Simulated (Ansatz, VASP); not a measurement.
## One calculation of HfO2, two programs

```
Hf O
1.0
     3.60331    0.00000    0.00000
     0.00000    3.60331    0.00000
     0.00000    0.00000    5.25063
Hf O
2 4
Direct
  0.50000 0.50000 0.50000
  0.00000 0.00000 0.00000
  0.00000 0.50000 0.69501
  0.50000 0.00000 0.80499
  0.50000 0.00000 0.30499
  0.00000 0.50000 0.19501
```

Alike in both runs: functional PBE; k mesh 6 × 6 × 4; occupations gaussian, width 0.1 eV; no spin polarisation.

Ansatz relaxed the structure, and its values are those at the end. VASP's run is a single point on that final structure, the one shown.

```csv
,VASP,Ansatz
version,VASP 6.6.1,Ansatz 0.2.0
potentials or method,"VASP PAW PBE potentials, release 64 (Hf_pv, O), cutoff 520 eV","scalar-relativistic, plane waves, PAW"
valence electrons in the cell,44,76
```

Ansatz gave:

* gap on the k mesh at the Fermi level (eV): 4.65
* least direct gap on the mesh (eV): 4.72
* pressure (GPa): 0.2
* rms of the force components (eV/Å): 0.012

What did VASP give for the same quantities?

gap on the k mesh at the Fermi level (eV): 4.63; least direct gap on the mesh (eV): 4.70; pressure (GPa): -2.9; rms of the force components (eV/Å): 0.035.

VASP's potentials hold 44 valence electrons a cell and Ansatz's 76, so a difference there can come from the potentials and not from the codes.

Neither program's run includes spin-orbit coupling.
